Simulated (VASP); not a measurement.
Wanted: the native input for a VASP 6.6.1 run.

```
Task                   : relaxation of cell and atoms
Functional             : PBE
Potentials or basis    : VASP PAW PBE potentials, release 64 (Be, Te)
Cutoff                 : 600 eV
k mesh                 : 6 × 6 × 6
Occupations            : gaussian, width 0.1 eV
Spin                   : no spin polarisation
Dipole correction      : no
Further INCAR settings : ALGO = Normal; EDIFF = 1e-07; IBRION = 2; EDIFFG = -0.04; NSW = 90; ISIF = 3
```

The structure of BeTe lies in POSCAR:

```
BeTe
1.0
    1.8171445400      1.0491288900      2.9939084900
   -1.8171445400      1.0491288900      2.9939084900
    0.0000000000     -2.0982577800      2.9939084900
Be Te
1 1
Direct
    0.5000000000      0.5000000000      0.5000000000
    0.0000000000      0.0000000000      0.0000000000
```

These files were run (other wordings do the same):

INCAR

```
  PREC = Accurate
  ENCUT = 600
  EDIFF = 1E-7
  ISMEAR = 0
  SIGMA = 0.1
  LREAL = False
  LASPH = True
  NELM = 100
  ALGO = Normal
  ISIF = 3
  LWAVE = False
  LCHARG = False
  GGA = PE
  IBRION = 2
  NSW = 90
  EDIFFG = -0.04
```

KPOINTS

```
Automatic mesh
0
Gamma
  6 6 6
```

Potentials or basis: VASP PAW PBE potentials, release 64 (Be, Te).

Command:

```sh
$ cat potpaw_PBE.64/Be/POTCAR potpaw_PBE.64/Te/POTCAR > POTCAR
$ mpirun -np 1 vasp_std > vasp.out
```

It gave:

```
Relaxed volume                         : 19.24 Å³/atom
Relaxed cell                           : a = 3.794 Å, b = 3.794 Å, c = 3.794 Å, α = 59.82°, β = 59.82°, γ = 59.82°
Space group after relaxing (to 0.05 Å) : Fm-3m (No. 225)
Energy gained by relaxing              : 60.0 meV/atom
Ionic steps                            : 3
Pressure after relaxing                : 0.0 GPa
Band gap on the k mesh                 : zero (band 4 reaches 7.56 eV, above the bottom of band 5 at 6.33 eV)
```

Caveat: spin-orbit coupling is left out, which moves the levels of the heavy elements.

It took 17 s on 1 thread of Intel(R) Xeon(R) 6975P-C (Granite Rapids), with other jobs on the host, peak memory 0.18 GiB.
